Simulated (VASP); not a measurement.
# Cu12O in VASP: single point with PBE

Aim: the single point of Cu12O with PBE.

All numbers are computed with VASP 6.6.1; they aren't measurements. Logs are shortened: lines on timing, memory, paths and dates and some standing lists are left out, and cuts for length are marked.

## 1. The cell of the first run

The cell holds a slab with vacuum, 13 atoms: a = 5.133 Å, b = 5.133 Å, c = 19.624 Å, α = 90.00°, β = 90.00°, γ = 120.00°.

## 2. Single point, PBE

Input file INCAR:

```
ALGO = Normal ; DIPOL = 0.5 0.5 0.322
EDIFF = 1E-7 ; ENCUT = 520
GGA = PE ; IDIPOL = 3
ISIF = 2 ; ISMEAR = 0
LASPH = True ; LCHARG = True
LDIPOL = True ; LELF = True
LREAL = False ; LVACPOTAV = True
LVHAR = True ; LWAVE = False
NBANDS = 81 ; NELM = 80
PREC = Accurate ; SIGMA = 0.1
```

Input file KPOINTS:

```
k-points
0
Gamma
  6 6 1
```

Input file POSCAR:

```
Cu12O
1.0
    5.1332392722      0.0000000000      0.0000000000
   -2.5666196361      4.4455156134      0.0000000000
    0.0000000000      0.0000000000     19.6236279128
Cu O
12 1
Direct
    0.3333333333      0.1666666667      0.2038359073
    0.3333333333      0.6666666667      0.2038359073
    0.8333333333      0.1666666667      0.2038359073
    0.8333333333      0.6666666667      0.2038359073
    0.1666666667      0.3333333333      0.3089002473
    0.1666666667      0.8333333333      0.3089002473
    0.6666666667      0.3333333333      0.3089002473
    0.6666666667      0.8333333333      0.3089002473
    0.0000000000      0.0000000000      0.4139717665
    0.0000000000      0.5000000000      0.4139717665
    0.5000000000      0.0000000000      0.4139717665
    0.5000000000      0.5000000000      0.4139717665
    0.2500000000      0.1666666667      0.4808619049
```

Potentials or basis: VASP PAW PBE potentials, release 64 (Cu, O).

Run with:

```bash
cat potpaw_PBE.64/Cu/POTCAR potpaw_PBE.64/O/POTCAR > POTCAR
mpirun -np 1 vasp_std > vasp.out
```

OUTCAR:

```text
EDIFF = 1E-7
   ENCUT = 520
   GGA = PE
   ISIF = 2
   ISMEAR = 0
   LASPH = True
   LREAL = False
   NELM = 80
   PREC = Accurate

 ion  position               nearest neighbor table
   1  0.333  0.167  0.204-   5 2.54   6 2.54   7 2.54   4 2.57   2 2.57   2 2.57   4 2.57   3 2.57
                             3 2.57
   2  0.333  0.667  0.204-   6 2.54   5 2.54   8 2.54   3 2.57   1 2.57   1 2.57   3 2.57   4 2.57
                             4 2.57
   3  0.833  0.167  0.204-   7 2.54   8 2.54   5 2.54   4 2.57   2 2.57   4 2.57   2 2.57   1 2.57
                             1 2.57
   4  0.833  0.667  0.204-   8 2.54   7 2.54   6 2.54   3 2.57   1 2.57   3 2.57   1 2.57   2 2.57
                             2 2.57
   5  0.167  0.333  0.309-   1 2.54   2 2.54   3 2.54   9 2.54  12 2.54  10 2.54   8 2.57   6 2.57
                             6 2.57   8 2.57   7 2.57   7 2.57
   6  0.167  0.833  0.309-   2 2.54   1 2.54   4 2.54  10 2.54  11 2.54   9 2.54   7 2.57   5 2.57
                             5 2.57   7 2.57   8 2.57   8 2.57
   7  0.667  0.333  0.309-   3 2.54   4 2.54   1 2.54  11 2.54  10 2.54  12 2.54   8 2.57   6 2.57
                             8 2.57   6 2.57   5 2.57   5 2.57
   8  0.667  0.833  0.309-   4 2.54   3 2.54   2 2.54  12 2.54   9 2.54  11 2.54   7 2.57   5 2.57
                             7 2.57   5 2.57   6 2.57   6 2.57
   9  0.000  0.000  0.414-  13 1.73   5 2.54   8 2.54   6 2.54  12 2.57  10 2.57  10 2.57  12 2.57
                            11 2.57  11 2.57
  10  0.000  0.500  0.414-   6 2.54   7 2.54   5 2.54   9 2.57  11 2.57   9 2.57  11 2.57  12 2.57
                            12 2.57
  11  0.500  0.000  0.414-  13 2.28   7 2.54   6 2.54   8 2.54  12 2.57  10 2.57  12 2.57  10 2.57
                             9 2.57   9 2.57
  12  0.500  0.500  0.414-  13 2.03   8 2.54   5 2.54   7 2.54  11 2.57   9 2.57  11 2.57   9 2.57
                            10 2.57  10 2.57
  13  0.250  0.167  0.481-   9 1.73  12 2.03  11 2.28

  LATTYP: Found a hexagonal cell.
 ALAT       =     5.1332392722
 C/A-ratio  =     3.8228547068

  Lattice vectors:

 A1 = (   5.1332392722,   0.0000000000,   0.0000000000)
 A2 = (  -2.5666196361,   4.4455156134,   0.0000000000)
 A3 = (   0.0000000000,   0.0000000000,  19.6236279128)

Analysis of symmetry for initial positions (statically):
=====================================================================
 Subroutine PRICEL returns:
 Original cell was already a primitive cell.

 Routine SETGRP: Setting up the symmetry group for a
 hexagonal supercell.

 Subroutine GETGRP returns: Found  1 space group operations
 (whereof  1 operations were pure point group operations)
 out of a pool of 24 trial point group operations.

The static configuration has the point symmetry C_1 .

Analysis of symmetry for dynamics (positions and initial velocities):
=====================================================================
 Subroutine PRICEL returns:
 Original cell was already a primitive cell.

 Routine SETGRP: Setting up the symmetry group for a
 hexagonal supercell.

 Subroutine GETGRP returns: Found  1 space group operations
 (whereof  1 operations were pure point group operations)
 out of a pool of 24 trial point group operations.

The dynamic configuration has the point symmetry C_1 .

 Subroutine INISYM returns: Found  1 space group operations
 (whereof  1 operations are pure point group operations),
 and found     1 'primitive' translations

----------------------------------------------------------------------------------------

                                     Primitive cell

  volume of cell :     447.8091

  direct lattice vectors                    reciprocal lattice vectors
     5.133239272  0.000000000  0.000000000     0.194808764  0.112472893  0.000000000
    -2.566619636  4.445515613  0.000000000     0.000000000  0.224945785  0.000000000
     0.000000000  0.000000000 19.623627913     0.000000000  0.000000000  0.050958977

  length of vectors
     5.133239272  5.133239272 19.623627913     0.224945785  0.224945785  0.050958977

  position of ions in fractional coordinates (direct lattice)
     0.333333333  0.166666667  0.203835907
     0.333333333  0.666666667  0.203835907
     0.833333333  0.166666667  0.203835907
     0.833333333  0.666666667  0.203835907
     0.166666667  0.333333333  0.308900247
     0.166666667  0.833333333  0.308900247
     0.666666667  0.333333333  0.308900247
     0.666666667  0.833333333  0.308900247
[... 42 lines left out ...]

 Subroutine IBZKPT returns following result:
 ===========================================

 Found     20 irreducible k-points:

 Following reciprocal coordinates:
            Coordinates               Weight
  0.000000  0.000000  0.000000      1.000000
  0.166667 -0.000000  0.000000      2.000000
  0.000000  0.166667  0.000000      2.000000
 -0.166667  0.166667  0.000000      2.000000
  0.333333  0.000000  0.000000      2.000000
  0.000000  0.333333  0.000000      2.000000
[... 12 lines left out ...]
  0.500000 -0.166667  0.000000      2.000000
  0.333333  0.333333  0.000000      2.000000
   k-points           NKPTS =     20   k-points in BZ     NKDIM =     20   number of bands    NBANDS=     81
   number of dos      NEDOS =    301   number of ions     NIONS =     13
   total plane-waves  NPLWV = 240000
   dimension x,y,z NGX =    40 NGY =   40 NGZ =  150
   dimension x,y,z NGXF=    80 NGYF=   80 NGZF=  300
   ions per type =              12   1
   NGX,Y,Z   is equivalent  to a cutoff of  12.95, 12.95, 12.71 a.u.
   NGXF,Y,Z  is equivalent  to a cutoff of  25.91, 25.91, 25.42 a.u.
 SYSTEM =  unknown system
   PREC   = accura    normal or accurate (medium, high low for compatibility)
   ISTART =      0    job   : 0-new  1-cont  2-samecut
   ICHARG =      2    charge: 1-file 2-atom 10-const
   ISPIN  =      1    spin polarized calculation?
   LNONCOLLINEAR =      F non collinear calculations
   LSORBIT =      F    spin-orbit coupling
   LASPH  =      T    aspherical Exc in radial PAW
   ENCUT  =  520.0 eV  38.22 Ry    6.18 a.u.   9.54  9.54 36.49*2*pi/ulx,y,z
   NELM   =     80;   NELMIN=  2; NELMDL= -5     # of ELM steps
   EDIFF  = 0.1E-06   stopping-criterion for ELM
   LREAL  =      F    real-space projection
   EDIFFG = 0.1E-05   stopping-criterion for IOM
   NSW    =      0    number of steps for IOM
   IBRION =     -1    ionic relax: 0-MD 1-quasi-New 2-CG
   NFREE  =      0    steps in history (QN), initial steepest desc. (CG)
   ISIF   =      2    stress and relaxation
   ISYM   =      2    0-nonsym 1-usesym 2-fastsym
   POTIM  = 0.5000    time-step for ionic-motion
   TEBEG  =    0.0;   TEEND  =   0.0 temperature during run
   PSTRESS=    0.0 pullay stress
   NELECT =     138.0000    total number of electrons
   NUPDOWN=      -1.0000    fix difference up-down
   EMIN   =  10.00;   EMAX   =-10.00  energy-range for DOS
   EFERMI =   0.00;   METHOD = LEGACY
   ISMEAR =     0;   SIGMA  =   0.10  broadening in eV -4-tet -1-fermi 0-gaus
   EFERMI_NEDOS =   21; number of points for ismear=-14 and -15
   IALGO  =     38    algorithm
   IMIX   =      4    mixing-type and parameters
     AMIX     =   0.40;   BMIX     =  1.00
     AMIX_MAG =   1.60;   BMIX_MAG =  1.00
  volume/ion in A,a.u.               =      34.45       232.46
  Fermi-wavevector in a.u.,A,eV,Ry     =   1.105784  2.089628 16.636629  1.222758
  Thomas-Fermi vector in A             =   2.242276
   LORBIT       =      0    0 simple, 1 ext, 2 COOP (PROOUT), +10 PAW based schemes
   GGA     = PE    functional components
   LHFCALC =     F    Hartree Fock is set to
   AEXX    =    0.0000 exact exchange contribution
   IVDW    =     0    specifies the selected vdW correction
   LEPSILON=     F    determine dielectric tensor
   LRPA    =     F    only Hartree local field effects (RPA)
 non-spin polarized calculation
 Gauss-broadening in eV      SIGMA  =   0.10
  energy-cutoff  :      520.00
  volume of cell :      447.81
 maximum number of plane-waves:     12133
 NGX is ok and might be reduce to    40
   NGX = 19   NGY = 19   NGZ = 73

 dipolmoment           0.000000      0.000000     -0.327427 electrons x Angstroem

 number of electron     138.0000023 magnetization

 dipolmoment           0.000000      0.000000      0.163156 electrons x Angstroem

 Free energy of the ion-electron system (eV)
  ---------------------------------------------------
  ext. energy  EPLUGINS =         0.00000000
  ---------------------------------------------------
  free energy    TOTEN  =       -46.93106263 eV

  energy without entropy =      -46.88635526  energy(sigma->0) =      -46.90870895

 E-fermi :  -1.0791     XC(G=0):  -5.0883

 val. band max:       -1.0844343483   @ k =   0.0000   0.1667   0.0000
 cond. band min:      -1.0775707580   @ k =   0.1667  -0.0000   0.0000
 fundamental gap:      0.0068635903
 Fermi energy:        -1.0791398089

 k-point     1 :       0.0000    0.0000    0.0000
  band No.  band energies     occupation
      1     -18.8926      2.00000
      2      -9.6906      2.00000
      3      -7.6541      2.00000
      4      -6.3285      2.00000
      5      -6.0759      2.00000
      6      -6.0441      2.00000
[... 1669 lines left out ...]
     80       4.1935      0.00000
     81       5.0548      0.00000

------------------------ aborting loop because EDIFF is reached ----------------------------------------

  FORCE on cell =-STRESS in cart. coord.  units (eV):
  Direction    XX          YY          ZZ          XY          YZ          ZX
  --------------------------------------------------------------------------------------
  -------------------------------------------------------------------------------------
  Total       -1.7321356     -1.6302113      1.3341770      1.5307693      1.6505655      2.2902925
  in kB       -6.1972571     -5.8325912      4.7734357      5.4768063      5.9054146      8.1942382
  external PRESSURE =      -2.4188042 kB  Pullay stress =       0.0000000 kB

 VOLUME and BASIS-vectors are now :
 -----------------------------------------------------------------------------
  energy-cutoff  :      520.00
  volume of cell :      447.81
      direct lattice vectors                 reciprocal lattice vectors
     5.133239272  0.000000000  0.000000000     0.194808764  0.112472893  0.000000000
    -2.566619636  4.445515613  0.000000000     0.000000000  0.224945785  0.000000000
     0.000000000  0.000000000 19.623627913     0.000000000  0.000000000  0.050958977

 POSITION                                       TOTAL-FORCE (eV/Angst)
 -----------------------------------------------------------------------------------
      1.28331      0.74092      4.00000         0.002508     -0.005914      0.015557
     -0.00000      2.96368      4.00000        -0.025348     -0.009306     -0.112342
      3.84993      0.74092      4.00000        -0.005214      0.030966     -0.102835
      2.56662      2.96368      4.00000         0.024784     -0.015099     -0.138690
      0.00000      1.48184      6.06174        -0.051572      0.040359     -0.121375
     -1.28331      3.70460      6.06174         0.006834     -0.061642     -0.047796
      2.56662      1.48184      6.06174         0.049574      0.033829     -0.010426
      1.28331      3.70460      6.06174         0.015769     -0.023886      0.268188
      0.00000      0.00000      8.12363        -1.488524     -1.250193     -0.973065
     -1.28331      2.22276      8.12363         0.026404     -0.022414     -0.164454
      2.56662      0.00000      8.12363        -0.254375      0.072942      0.534282
      1.28331      2.22276      8.12363        -0.067901     -0.031631      0.692648
      0.85554      0.74092      9.43626         1.767063      1.241989      0.160308
 -----------------------------------------------------------------------------------
    total drift:                               -0.000064      0.000075     -0.005790

  FREE ENERGIE OF THE ION-ELECTRON SYSTEM (eV)
  ---------------------------------------------------
  free  energy   TOTEN  =       -46.9310626324 eV

  energy  without entropy=      -46.8863552592  energy(sigma->0) =      -46.90870895

 vacuum level on the upper side and lower side of the slab         4.990         3.696
```

Run time: 81 min. Hardware: 1 thread of Intel Xeon 8259CL, shared host; peak memory 0.88 GiB.

Results:

| Quantity | Value |
| --- | --- |
| Free energy | -46.9311 eV |
| Largest force | 2.174 eV/Å |
| Band gap on the k mesh | zero (bands 69 and 70 overlap by 0.24 eV) |

Forces in eV/Å, atoms in the order of the input:
```
Cu   0.003 -0.006  0.016
Cu  -0.025 -0.009 -0.112
Cu  -0.005  0.031 -0.103
Cu   0.025 -0.015 -0.139
Cu  -0.052  0.040 -0.121
Cu   0.007 -0.062 -0.048
Cu   0.050  0.034 -0.010
Cu   0.016 -0.024  0.268
Cu  -1.489 -1.250 -0.973
Cu   0.026 -0.022 -0.164
Cu  -0.254  0.073  0.534
Cu  -0.068 -0.032  0.693
O    1.767  1.242  0.160
```
